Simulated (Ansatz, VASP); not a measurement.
# Cu in VASP and in Ansatz

```
CELL_PARAMETERS angstrom
0.00000 -1.80750 -1.80750
0.00000 1.80750 -1.80750
3.61500 0.00000 0.00000
ATOMIC_POSITIONS crystal
Cu 0.41198 0.50000 0.50000
Cu 0.08802 0.00000 0.00000
```

Change from the starting cell: mode 4 (167.2 1/cm) frozen in, largest displacement +0.225 Å.

Alike in both runs: task single point; functional PBEsol; k mesh 18 × 18 × 14; occupations gaussian, width 0.15 eV; no spin polarisation.

|  | VASP | Ansatz |
| --- | --- | --- |
| version | VASP 6.6.1 | Ansatz 0.2.0 |
| potentials or method | VASP PAW PBE potentials, release 64 (Cu), cutoff 520 eV | scalar-relativistic, plane waves, PAW |
| valence electrons in the cell | 22 | 38 |

Ansatz gave:

```
gap on the k mesh at the Fermi level (eV)                     : none
pressure (GPa)                                                : 0.4
traceless stress, the component that is largest in VASP (GPa) : 8.12
rms of the force components (eV/Å)                            : 0.723
```

**Question.** Estimate VASP's values.

**Answer.** gap on the k mesh at the Fermi level (eV): none; pressure (GPa): 1.3; traceless stress, the component that is largest in VASP (GPa): 8.14; rms of the force components (eV/Å): 0.726.

VASP's potentials were made for PBE, not for PBEsol. Atom by atom the forces differ by 0.004 eV/Å (rms over components). A gap of «none» marks a metal or a gap that the smearing closes. VASP's potentials hold 22 valence electrons a cell and Ansatz's 38, so a difference there can come from the potentials and not from the codes.
